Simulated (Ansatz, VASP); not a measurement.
**LiNbO3: VASP beside Ansatz**

File INCAR:

```
PREC     = Accurate       # precision mode
ENCUT    = 520            # plane-wave cutoff, eV
EDIFF    = 1E-7           # SCF threshold, eV
ISMEAR   = 0              # smearing method
SIGMA    = 0.05           # smearing width, eV
LREAL    = False          # projectors in reciprocal space
LASPH    = True           # aspherical terms in the spheres
NELM     = 80             # most SCF steps
ALGO     = Normal         # electronic algorithm
ISIF     = 2              # what is computed and relaxed
LWAVE    = False          # write WAVECAR
LCHARG   = False          # write CHGCAR
GGA      = PE             # functional
NBANDS   = 45             # bands
```

File KPOINTS:

```
regular mesh
0
Gamma
  6 6 6
```

File POSCAR:

```
LiNbO3
1.0
    2.5806727090      1.4899520832      4.8750627921
   -2.5806727090      1.4899520832      4.8750627921
    0.0000000000     -2.9799041664      4.8750627921
Li Nb O
2 2 6
Direct
    0.2815913687      0.2815913687      0.2815913687
    0.7815913687      0.7815913687      0.7815913687
    0.0004900497      0.0004900497      0.0004900497
    0.5004900497      0.5004900497      0.5004900497
    0.1104619503      0.3580262714      0.7211003599
    0.7211003599      0.1104619503      0.3580262714
    0.3580262714      0.7211003599      0.1104619503
    0.2211003599      0.8580262714      0.6104619503
    0.8580262714      0.6104619503      0.2211003599
    0.6104619503      0.2211003599      0.8580262714
```

Input for Ansatz:

```yaml
crystal:
  lattice:
    - [2.580672709, 1.4899520832, 4.8750627921]
    - [-2.580672709, 1.4899520832, 4.8750627921]
    - [0.0, -2.9799041664, 4.8750627921]
  atoms:
    - { symbol: Li, position: [0.2815913687, 0.2815913687, 0.2815913687] }
    - { symbol: Li, position: [0.7815913687, 0.7815913687, 0.7815913687] }
    - { symbol: Nb, position: [0.0004900497, 0.0004900497, 0.0004900497] }
    - { symbol: Nb, position: [0.5004900497, 0.5004900497, 0.5004900497] }
    - { symbol: O, position: [0.1104619503, 0.3580262714, 0.7211003599] }
    - { symbol: O, position: [0.7211003599, 0.1104619503, 0.3580262714] }
    - { symbol: O, position: [0.3580262714, 0.7211003599, 0.1104619503] }
    - { symbol: O, position: [0.2211003599, 0.8580262714, 0.6104619503] }
    - { symbol: O, position: [0.8580262714, 0.6104619503, 0.2211003599] }
    - { symbol: O, position: [0.6104619503, 0.2211003599, 0.8580262714] }
basis:
  ecutwfc: 520.0
kpoints:
  mp_grid: { grid: [6, 6, 6] }
hamiltonian:
  xc: pbe
  pseudopotentials: { kind: paw, azcp: { folder: soft_1 } }
scf:
  occupations: { method: gaussian, width: 0.05 }
output:
  forces: true
  stress: true
  eigenvalues: true
```

Alike in both runs: task single point; functional PBE; k mesh 6 × 6 × 6; occupations gaussian, width 0.05 eV; no spin polarisation.

|  | VASP | Ansatz |
| --- | --- | --- |
| version | VASP 6.6.1 | Ansatz 0.2.0 |
| potentials or method | VASP PAW PBE potentials, release 64 (Li_sv, Nb_sv, O), cutoff 520 eV | scalar-relativistic, plane waves, PAW |
| valence electrons in the cell | 68 | 68 |

```tsv
	VASP	Ansatz	Ansatz less VASP
gap on the k mesh at the Fermi level (eV)	3.40	3.42	+0.013
least direct gap on the mesh (eV)	3.41	3.42	+0.012
rms of the force components (eV/Å)	0.149	0.155	+0.0060
```

Atom by atom the forces differ by 0.010 eV/Å (rms over components).

Noted on VASP's run: the cutoff is short for stress, so the pressure is rough.
